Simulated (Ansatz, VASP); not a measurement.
## RbBr in VASP and in Ansatz

The input INCAR:

```
PREC = Accurate ; ENCUT = 520
EDIFF = 1E-6 ; ISMEAR = 0
SIGMA = 0.05 ; LREAL = F
LASPH = T ; NELM = 100
ALGO = Normal ; ISIF = 2
LWAVE = F ; LCHARG = F
GGA = PE ; NBANDS = 15
```

The input KPOINTS:

```
regular mesh
0
Gamma
  7 7 7
```

File POSCAR:

```
RbBr
1.0
    0.0000000000      3.4275000000      3.4275000000
    3.4275000000      0.0000000000      3.4275000000
    3.4275000000      3.4275000000      0.0000000000
Rb Br
1 1
Direct
    0.0000000000      0.0000000000      0.0000000000
    0.5000000000      0.5000000000      0.5000000000
```

Input for Ansatz:

```yaml
crystal:
  lattice:
    - [0.0, 3.4275, 3.4275]
    - [3.4275, 0.0, 3.4275]
    - [3.4275, 3.4275, 0.0]
  atoms:
    - { symbol: Rb, position: [0.0, 0.0, 0.0] }
    - { symbol: Br, position: [0.5, 0.5, 0.5] }
kpoints:
  mp_grid: { grid: [7, 7, 7] }
scf:
  occupations: { method: gaussian, width: 0.05 }
hamiltonian:
  xc: pbe
  pseudopotentials: { kind: all_electron, lapw: { basis_error: 0.001 } }
output:
  forces: true
  stress: true
  eigenvalues: true
```

Alike in both runs: task single point; functional PBE; k mesh 7 × 7 × 7; occupations gaussian, width 0.05 eV; no spin polarisation.

|  | VASP | Ansatz |
| --- | --- | --- |
| version | VASP 6.6.1 | Ansatz 0.2.0 |
| potentials or method | VASP PAW PBE potentials, release 64 (Rb_sv, Br), cutoff 520 eV | all-electron LAPW, scalar-relativistic |

```csv
,VASP,Ansatz,Ansatz less VASP
gap on the k mesh at the Fermi level (eV),4.36,4.36,+0.003
pressure (GPa),1.0,1.0,-0.03
```

Ansatz ran all-electron here, and VASP with PAW potentials.
